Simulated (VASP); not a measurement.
# ZnS (P6_3mc) in VASP: a series of runs

The runs below take ZnS through single point, with PBE.

Program: VASP 6.6.1. These are calculated values, not measurements. Logs are shortened: lines on timing, memory, paths and dates and some standing lists are left out, and cuts for length are marked.

## 1. The cell of the first run

The structure is hexagonal, space group P6_3mc (No. 186). The conventional cell has a = 3.883 Å, b = 3.883 Å, c = 5.812 Å, α = 90.00°, β = 90.00°, γ = 120.00°. Zn (site symmetry 3m) has 4 S at 2.18 to 2.36 Å within 2.9 Å. S (site symmetry 3m) has 4 Zn at 2.18 to 2.36 Å within 2.9 Å.

## 2. Single point, PBE (18.97 Å³/atom)

Contents of INCAR:

```
PREC = Accurate
ENCUT = 520
EDIFF = 1E-6
ISMEAR = 0
SIGMA = 0.05
LREAL = False
LASPH = True
NELM = 100
ALGO = Normal
ISIF = 2
LWAVE = False
LCHARG = False
GGA = PE
NBANDS = 26
```

Contents of KPOINTS:

```
regular mesh
0
Gamma
  9 9 6
```

Contents of POSCAR:

```
ZnS
1.0
    3.8830165268      0.0000000000      0.0000000000
   -1.9415082634      3.3627909555      0.0000000000
    0.0000000000      0.0000000000      5.8117108357
Zn S
2 2
Direct
    0.3333333333      0.6666666667      0.0052003725
    0.6666666667      0.3333333333      0.5052003725
    0.3333333333      0.6666666667      0.3797996275
    0.6666666667      0.3333333333      0.8797996275
```

Potentials or basis: VASP PAW PBE potentials, release 64 (Zn, S).

The run is started by

```bash
> cat potpaw_PBE.64/Zn/POTCAR potpaw_PBE.64/S/POTCAR > POTCAR
> mpirun -np 1 vasp_std > vasp.out
```

OUTCAR:

```text
PREC = Accurate
   ENCUT = 520
   EDIFF = 1E-6
   ISMEAR = 0
   LREAL = False
   LASPH = True
   NELM = 100
   ISIF = 2
   GGA = PE

 ion  position               nearest neighbor table
   1  0.333  0.667  0.005-   3 2.18   4 2.36   4 2.36   4 2.36
   2  0.667  0.333  0.505-   4 2.18   3 2.36   3 2.36   3 2.36
   3  0.333  0.667  0.380-   1 2.18   2 2.36   2 2.36   2 2.36
   4  0.667  0.333  0.880-   2 2.18   1 2.36   1 2.36   1 2.36

  LATTYP: Found a hexagonal cell.
 ALAT       =     3.8830165268
 C/A-ratio  =     1.4967000000

  Lattice vectors:

 A1 = (   3.8830165268,   0.0000000000,   0.0000000000)
 A2 = (  -1.9415082634,   3.3627909555,   0.0000000000)
 A3 = (   0.0000000000,   0.0000000000,   5.8117108357)

Analysis of symmetry for initial positions (statically):
=====================================================================
 Subroutine PRICEL returns:
 Original cell was already a primitive cell.

 Routine SETGRP: Setting up the symmetry group for a
 hexagonal supercell.

 Subroutine GETGRP returns: Found 12 space group operations
 (whereof  6 operations were pure point group operations)
 out of a pool of 24 trial point group operations.

The static configuration has the point symmetry C_3v.
 The point group associated with its full space group is C_6v.

Analysis of symmetry for dynamics (positions and initial velocities):
=====================================================================
 Subroutine PRICEL returns:
 Original cell was already a primitive cell.

 Routine SETGRP: Setting up the symmetry group for a
 hexagonal supercell.

 Subroutine GETGRP returns: Found 12 space group operations
 (whereof  6 operations were pure point group operations)
 out of a pool of 24 trial point group operations.

The dynamic configuration has the point symmetry C_3v.
 The point group associated with its full space group is C_6v.

 Subroutine INISYM returns: Found 12 space group operations
 (whereof  6 operations are pure point group operations),
 and found     1 'primitive' translations

----------------------------------------------------------------------------------------

                                     Primitive cell

  volume of cell :      75.8880

  direct lattice vectors                    reciprocal lattice vectors
     3.883016527  0.000000000  0.000000000     0.257531739  0.148686019  0.000000000
[... 90 lines left out ...]
   EDIFF  = 0.1E-05   stopping-criterion for ELM
   LREAL  =      F    real-space projection
   EDIFFG = 0.1E-04   stopping-criterion for IOM
   NSW    =      0    number of steps for IOM
   IBRION =     -1    ionic relax: 0-MD 1-quasi-New 2-CG
   NFREE  =      0    steps in history (QN), initial steepest desc. (CG)
   ISIF   =      2    stress and relaxation
   ISYM   =      2    0-nonsym 1-usesym 2-fastsym
   POTIM  = 0.5000    time-step for ionic-motion
   TEBEG  =    0.0;   TEEND  =   0.0 temperature during run
   PSTRESS=    0.0 pullay stress
   NELECT =      36.0000    total number of electrons
   NUPDOWN=      -1.0000    fix difference up-down
   EMIN   =  10.00;   EMAX   =-10.00  energy-range for DOS
   EFERMI =   0.00;   METHOD = LEGACY
   ISMEAR =     0;   SIGMA  =   0.05  broadening in eV -4-tet -1-fermi 0-gaus
   EFERMI_NEDOS =   21; number of points for ismear=-14 and -15
   IALGO  =     38    algorithm
   IMIX   =      4    mixing-type and parameters
     AMIX     =   0.40;   BMIX     =  1.00
     AMIX_MAG =   1.60;   BMIX_MAG =  1.00
  volume/ion in A,a.u.               =      18.97       128.03
  Fermi-wavevector in a.u.,A,eV,Ry     =   1.276786  2.412775 22.179964  1.630181
  Thomas-Fermi vector in A             =   2.409422
   LORBIT       =      0    0 simple, 1 ext, 2 COOP (PROOUT), +10 PAW based schemes
   GGA     = PE    functional components
   LHFCALC =     F    Hartree Fock is set to
   AEXX    =    0.0000 exact exchange contribution
   IVDW    =     0    specifies the selected vdW correction
   LEPSILON=     F    determine dielectric tensor
   LRPA    =     F    only Hartree local field effects (RPA)
 non-spin polarized calculation
 Gauss-broadening in eV      SIGMA  =   0.05
  energy-cutoff  :      520.00
  volume of cell :       75.89
 maximum number of plane-waves:      2073
 NGX is ok and might be reduce to    30
   NGX = 15   NGY = 15   NGZ = 21

 number of electron      35.9999997 magnetization

 Free energy of the ion-electron system (eV)
  ---------------------------------------------------
  ext. energy  EPLUGINS =         0.00000000
  ---------------------------------------------------
  free energy    TOTEN  =       -13.38043885 eV

  energy without entropy =      -13.38043885  energy(sigma->0) =      -13.38043885

 E-fermi :   2.8085     XC(G=0):  -9.7979

 val. band max:        2.5466007663   @ k =   0.0000   0.0000   0.0000
 cond. band min:       4.8726206789   @ k =   0.0000   0.0000   0.0000
 fundamental gap:      2.3260199125
 Fermi energy:         2.8084606598

 k-point     1 :       0.0000    0.0000    0.0000
  band No.  band energies     occupation
      1     -10.9771      2.00000
      2      -9.7476      2.00000
      3      -4.0808      2.00000
      4      -3.9816      2.00000
      5      -3.9816      2.00000
      6      -3.8587      2.00000
[... 685 lines left out ...]
     25      12.5628      0.00000
     26      12.6323      0.00000

 [... further k-points ...]

------------------------ aborting loop because EDIFF is reached ----------------------------------------

  FORCE on cell =-STRESS in cart. coord.  units (eV):
  Direction    XX          YY          ZZ          XY          YZ          ZX
  --------------------------------------------------------------------------------------
  -------------------------------------------------------------------------------------
  Total        0.3650781      0.3650781      8.4395889      0.0000000      0.0000000      0.0000000
  in kB        7.7076719      7.7076719    178.1799224      0.0000000      0.0000000      0.0000000
  external PRESSURE =      64.5317554 kB  Pullay stress =       0.0000000 kB

 VOLUME and BASIS-vectors are now :
 -----------------------------------------------------------------------------
  energy-cutoff  :      520.00
  volume of cell :       75.89
      direct lattice vectors                 reciprocal lattice vectors
     3.883016527  0.000000000  0.000000000     0.257531739  0.148686019  0.000000000
    -1.941508263  3.362790955  0.000000000     0.000000000  0.297372038  0.000000000
     0.000000000  0.000000000  5.811710836     0.000000000  0.000000000  0.172066372

 POSITION                                       TOTAL-FORCE (eV/Angst)
 -----------------------------------------------------------------------------------
     -0.00000      2.24186      0.03022         0.000000     -0.000000     -1.026857
      1.94151      1.12093      2.93608        -0.000000     -0.000000     -1.026857
     -0.00000      2.24186      2.20729         0.000000     -0.000000      1.026857
      1.94151      1.12093      5.11314        -0.000000      0.000000      1.026857
 -----------------------------------------------------------------------------------
    total drift:                               -0.000000     -0.000000      0.000052

  FREE ENERGIE OF THE ION-ELECTRON SYSTEM (eV)
  ---------------------------------------------------
  free  energy   TOTEN  =       -13.3804388510 eV

  energy  without entropy=      -13.3804388510  energy(sigma->0) =      -13.38043885
```

Run time: 2 min. Hardware: 1 thread of Intel Xeon 8259CL, shared host; peak memory 0.24 GiB.

Results:

| Property | Result |
| --- | --- |
| Free energy | -13.3804 eV |
| Pressure | 6.5 GPa |
| Largest force | 1.027 eV/Å |
| Band gap on the k mesh | 2.33 eV |

Forces in eV/Å, atoms in the order of the input:
```
Zn   0.000  0.000 -1.027
Zn   0.000  0.000 -1.027
S    0.000  0.000  1.027
S    0.000  0.000  1.027
```

Levels at points of the mesh, in eV from the valence-band top:
| k point | band 16 | band 17 | band 18 | band 19 | band 20 | band 21 |
| --- | --- | --- | --- | --- | --- | --- |
| (0.00, 0.00, 0.00) | -0.13 | -0.13 | 0.00 | 2.33 | 2.44 | 5.84 |
| (0.00, 0.00, 0.50) | -0.79 | -0.79 | -0.79 | 3.29 | 3.29 | 6.32 |

Caveat: the cell stands under pressure; an odd mesh through Γ misses points on the zone boundary, where band edges can lie; forces of over 1 eV/Å act on the atoms, so gaps and moduli don't describe the material at rest.

## 3. Single point, PBE (18.97 Å³/atom)

Contents of INCAR:

```
SYSTEM = ZnS
  PREC = Accurate
  ENCUT = 520
  EDIFF = 1E-7
  ISMEAR = 0
  SIGMA = 0.05
  LREAL = .False.
  LASPH = .True.
  NELM = 60
  ALGO = Normal
  ISIF = 2
  LWAVE = .False.
  LCHARG = .False.
  GGA = PE
  NBANDS = 26
```

Contents of KPOINTS:

```
regular mesh
0
Gamma
  9 9 6
  0 0 0
```

Contents of POSCAR:

```
ZnS
1.0
    3.6544925841      0.0000000000      0.0000000000
   -1.8272462920      3.1648834158      0.0000000000
    0.0000000000      0.0000000000      6.5612759854
Zn S
2 2
Direct
    0.3333333333      0.6666666667      0.0052003725
    0.6666666667      0.3333333333      0.5052003725
    0.3333333333      0.6666666667      0.3797996275
    0.6666666667      0.3333333333      0.8797996275
```

Potentials or basis: VASP PAW PBE potentials, release 64 (Zn, S).

The run is started by

```bash
> cat potpaw_PBE.64/Zn/POTCAR potpaw_PBE.64/S/POTCAR > POTCAR
> mpirun -np 1 vasp_std > vasp.out
```

OUTCAR:

```text
SYSTEM = ZnS
   PREC = Accurate
   ENCUT = 520
   EDIFF = 1E-7
   ISMEAR = 0
   LREAL = .False.
   LASPH = .True.
   NELM = 60
   ISIF = 2
   GGA = PE

 ion  position               nearest neighbor table
   1  0.333  0.667  0.005-   4 2.26   4 2.26   4 2.26   3 2.46
   2  0.667  0.333  0.505-   3 2.26   3 2.26   3 2.26   4 2.46
   3  0.333  0.667  0.380-   2 2.26   2 2.26   2 2.26   1 2.46
   4  0.667  0.333  0.880-   1 2.26   1 2.26   1 2.26   2 2.46

  LATTYP: Found a hexagonal cell.
 ALAT       =     3.6544925841
 C/A-ratio  =     1.7954000000

  Lattice vectors:

 A1 = (   3.6544925841,   0.0000000000,   0.0000000000)
 A2 = (  -1.8272462920,   3.1648834158,   0.0000000000)
 A3 = (   0.0000000000,   0.0000000000,   6.5612759854)

Analysis of symmetry for initial positions (statically):
=====================================================================
 Subroutine PRICEL returns:
 Original cell was already a primitive cell.

 Routine SETGRP: Setting up the symmetry group for a
 hexagonal supercell.

[... 167 lines left out ...]
  ext. energy  EPLUGINS =         0.00000000
  ---------------------------------------------------
  free energy    TOTEN  =       -13.42348391 eV

  energy without entropy =      -13.42348391  energy(sigma->0) =      -13.42348391

 E-fermi :   2.8560     XC(G=0):  -9.8107

 val. band max:        2.6422064603   @ k =   0.0000   0.0000   0.0000
 cond. band min:       4.6347257420   @ k =   0.0000   0.0000   0.0000
 fundamental gap:      1.9925192817
 Fermi energy:         2.8560395780

 k-point     1 :       0.0000    0.0000    0.0000
  band No.  band energies     occupation
      1     -10.9678      2.00000
      2     -10.1808      2.00000
      3      -4.0513      2.00000
      4      -4.0513      2.00000
      5      -4.0012      2.00000
      6      -3.9882      2.00000
[... 685 lines left out ...]
     25      12.4678      0.00000
     26      12.4679      0.00000

 [... further k-points ...]
[... 5 lines left out ...]
  --------------------------------------------------------------------------------------
  -------------------------------------------------------------------------------------
  Total        4.9489834      4.9489834     -1.2536603      0.0000000      0.0000000      0.0000000
  in kB      104.4848851    104.4848851    -26.4677695      0.0000000      0.0000000      0.0000000
  external PRESSURE =      60.8340002 kB  Pullay stress =       0.0000000 kB

 VOLUME and BASIS-vectors are now :
 -----------------------------------------------------------------------------
  energy-cutoff  :      520.00
  volume of cell :       75.89
      direct lattice vectors                 reciprocal lattice vectors
     3.654492584  0.000000000  0.000000000     0.273635799  0.157983702  0.000000000
    -1.827246292  3.164883416  0.000000000     0.000000000  0.315967405  0.000000000
     0.000000000  0.000000000  6.561275985     0.000000000  0.000000000  0.152409379

 POSITION                                       TOTAL-FORCE (eV/Angst)
 -----------------------------------------------------------------------------------
     -0.00000      2.10992      0.03412        -0.000000     -0.000000      0.561033
      1.82725      1.05496      3.31476         0.000000     -0.000000      0.561033
     -0.00000      2.10992      2.49197         0.000000      0.000000     -0.561033
      1.82725      1.05496      5.77261         0.000000      0.000000     -0.561033
 -----------------------------------------------------------------------------------
    total drift:                               -0.000000     -0.000001     -0.000765

  FREE ENERGIE OF THE ION-ELECTRON SYSTEM (eV)
  ---------------------------------------------------
  free  energy   TOTEN  =       -13.4234839084 eV

  energy  without entropy=      -13.4234839084  energy(sigma->0) =      -13.42348391
```

OSZICAR:

```text
N       E                     dE             d eps       ncg     rms          rms(c)
DAV:   1     0.247868328853E+03    0.24787E+03   -0.17060E+04  2496   0.168E+03
DAV:   2     0.105390992643E+02   -0.23733E+03   -0.22642E+03  2616   0.357E+02
DAV:   3    -0.137094825134E+02   -0.24249E+02   -0.24013E+02  2930   0.113E+02
DAV:   4    -0.143160154172E+02   -0.60653E+00   -0.60518E+00  2936   0.179E+01
DAV:   5    -0.143250461019E+02   -0.90307E-02   -0.90274E-02  3050   0.216E+00    0.108E+01
DAV:   6    -0.134382584848E+02    0.88679E+00   -0.16823E+00  3762   0.384E+01    0.820E+00
DAV:   7    -0.134331607400E+02    0.50977E-02   -0.14183E+00  2650   0.699E+00    0.348E+00
DAV:   8    -0.134233347155E+02    0.98260E-02   -0.41717E-02  3110   0.166E+00    0.105E+00
DAV:   9    -0.134231831407E+02    0.15157E-03   -0.12562E-02  3380   0.125E+00    0.253E-01
DAV:  10    -0.134232922334E+02   -0.10909E-03   -0.62276E-04  2938   0.374E-01    0.994E-02
DAV:  11    -0.134234809124E+02   -0.18868E-03   -0.28616E-04  2620   0.148E-01    0.526E-02
DAV:  12    -0.134234805875E+02    0.32492E-06   -0.30703E-05  3122   0.762E-02    0.132E-02
DAV:  13    -0.134234821944E+02   -0.16069E-05   -0.39105E-06  2694   0.138E-02    0.138E-02
DAV:  14    -0.134234839624E+02   -0.17680E-05   -0.27673E-06  2596   0.803E-03    0.304E-03
DAV:  15    -0.134234839084E+02    0.53973E-07   -0.13174E-07  2364   0.448E-03
   1 F= -.13423484E+02 E0= -.13423484E+02  d E =-.132323E-11
```

Run time: 2.2 min. Hardware: 1 thread of Intel Xeon 8259CL, shared host; peak memory 0.23 GiB.

What came out:

```
Free energy            : -13.4235 eV
Pressure               : 6.1 GPa
Largest force          : 0.561 eV/Å
Band gap on the k mesh : 1.99 eV
```

Forces on the atoms (eV/Å):
```
Zn   0.000  0.000  0.561
Zn   0.000  0.000  0.561
S    0.000  0.000 -0.561
S    0.000  0.000 -0.561
```

Stress tensor (GPa, compression positive):
```
10.45  0.00  0.00
 0.00 10.45  0.00
 0.00  0.00 -2.65
```

Caveat: the cell stands under pressure. Expect the measured gap to be larger: semilocal functionals such as PBE lack the derivative discontinuity.

## 4. Single point, PBE (20.18 Å³/atom)

This run uses another cell than the first one, of 20.18 Å³/atom.

Contents of INCAR:

```
SYSTEM = ZnS
PREC = Accurate
ENCUT = 520
EDIFF = 1E-7
ISMEAR = 0
SIGMA = 0.05
LREAL = .False.
LASPH = .True.
NELM = 80
ALGO = Normal
ISIF = 2
LWAVE = .False.
LCHARG = .False.
GGA = PE
NBANDS = 26
```

KPOINTS is that of step 3.

Contents of POSCAR:

```
ZnS
1.0
    3.6192181101      0.0000000000      0.0000000000
   -1.8096090550      3.1343348252      0.0000000000
    0.0000000000      0.0000000000      7.1168304918
Zn S
2 2
Direct
    0.3333333333      0.6666666667      0.0052003725
    0.6666666667      0.3333333333      0.5052003725
    0.3333333333      0.6666666667      0.3797996275
    0.6666666667      0.3333333333      0.8797996275
```

Potentials or basis: VASP PAW PBE potentials, release 64 (Zn, S).

The run is started by

```bash
> cat potpaw_PBE.64/Zn/POTCAR potpaw_PBE.64/S/POTCAR > POTCAR
> mpirun -np 1 vasp_std > vasp.out
```

OUTCAR:

```text
SYSTEM = ZnS
   PREC = Accurate
   ENCUT = 520
   EDIFF = 1E-7
   ISMEAR = 0
   LREAL = .False.
   LASPH = .True.
   NELM = 80
   ISIF = 2
   GGA = PE

 ion  position               nearest neighbor table
   1  0.333  0.667  0.005-   4 2.27   4 2.27   4 2.27   3 2.67
   2  0.667  0.333  0.505-   3 2.27   3 2.27   3 2.27   4 2.67
   3  0.333  0.667  0.380-   2 2.27   2 2.27   2 2.27   1 2.67
   4  0.667  0.333  0.880-   1 2.27   1 2.27   1 2.27   2 2.67

  LATTYP: Found a hexagonal cell.
 ALAT       =     3.6192181101
 C/A-ratio  =     1.9664000000

[... 889 lines left out ...]

 [... further k-points ...]
[... 5 lines left out ...]
  --------------------------------------------------------------------------------------
  -------------------------------------------------------------------------------------
  Total        4.8544822      4.8544822     -4.5577500      0.0000000      0.0000000      0.0000000
  in kB       96.3400194     96.3400194    -90.4511971      0.0000000      0.0000000      0.0000000
  external PRESSURE =      34.0762806 kB  Pullay stress =       0.0000000 kB

 VOLUME and BASIS-vectors are now :
 -----------------------------------------------------------------------------
  energy-cutoff  :      520.00
  volume of cell :       80.73
      direct lattice vectors                 reciprocal lattice vectors
     3.619218110  0.000000000  0.000000000     0.276302773  0.159523480  0.000000000
    -1.809609055  3.134334825  0.000000000     0.000000000  0.319046961  0.000000000
     0.000000000  0.000000000  7.116830492     0.000000000  0.000000000  0.140511988

 POSITION                                       TOTAL-FORCE (eV/Angst)
 -----------------------------------------------------------------------------------
     -0.00000      2.08956      0.03701        -0.000000      0.000000      0.414397
      1.80961      1.04478      3.59543        -0.000000      0.000000      0.414397
     -0.00000      2.08956      2.70297         0.000000      0.000000     -0.414397
      1.80961      1.04478      6.26138        -0.000000      0.000000     -0.414397
 -----------------------------------------------------------------------------------
    total drift:                               -0.000001     -0.000001      0.000386

  FREE ENERGIE OF THE ION-ELECTRON SYSTEM (eV)
  ---------------------------------------------------
  free  energy   TOTEN  =       -13.0769403352 eV

  energy  without entropy=      -13.0769403352  energy(sigma->0) =      -13.07694034
```

stdout:

```text
POSCAR found type information on POSCAR ZnS
 POSCAR found :  2 types and       4 ions
 scaLAPACK will be used
 LDA part: xc-table for (Slater+PW92), standard interpolation
 POSCAR, INCAR and KPOINTS ok, starting setup
 FFT: planning ... GRIDC
 FFT: planning ... GRID_SOFT
 FFT: planning ... GRID
 WAVECAR not read
 entering main loop
```

It took 2.6 min on 1 thread of Intel Xeon 8259CL, shared host; peak memory 0.24 GiB.

Results:

```
Free energy            : -13.0769 eV
Pressure               : 3.4 GPa
Largest force          : 0.414 eV/Å
Band gap on the k mesh : 1.24 eV
```

Forces in eV/Å, atoms in the order of the input:
```
Zn   0.000  0.000  0.414
Zn   0.000  0.000  0.414
S    0.000  0.000 -0.414
S    0.000  0.000 -0.414
```

Caveat: the cell stands under pressure; an odd mesh through Γ misses points on the zone boundary, where band edges can lie.

## 5. Overview

| cell | gap on the mesh (eV) | pressure (GPa) | largest force (eV/Å) |
| --- | --- | --- | --- |
| a = 3.883, b = 3.883, c = 5.812 Å, angles 90.0, 90.0, 120.0°, 4 atoms | 2.33 | 6.5 | 1.03 |
| a = 3.654, b = 3.654, c = 6.561 Å, angles 90.0, 90.0, 120.0°, 4 atoms | 1.99 | 6.1 | 0.56 |
| a = 3.619, b = 3.619, c = 7.117 Å, angles 90.0, 90.0, 120.0°, 4 atoms | 1.24 | 3.4 | 0.41 |

Alike in all rows: task single point; level PBE; potentials or basis VASP PAW PBE potentials, release 64 (Zn, S); no spin polarisation; k mesh 9 × 9 × 6; cutoff (eV) 520; smearing gaussian 0.05 eV.

Caveats: the cell stands under pressure; an odd mesh through Γ misses points on the zone boundary, where band edges can lie (at least some runs); forces of over 1 eV/Å act on the atoms, so gaps and moduli don't describe the material at rest (at least some runs).

Absolute energies hang on the potentials; compare differences alone.
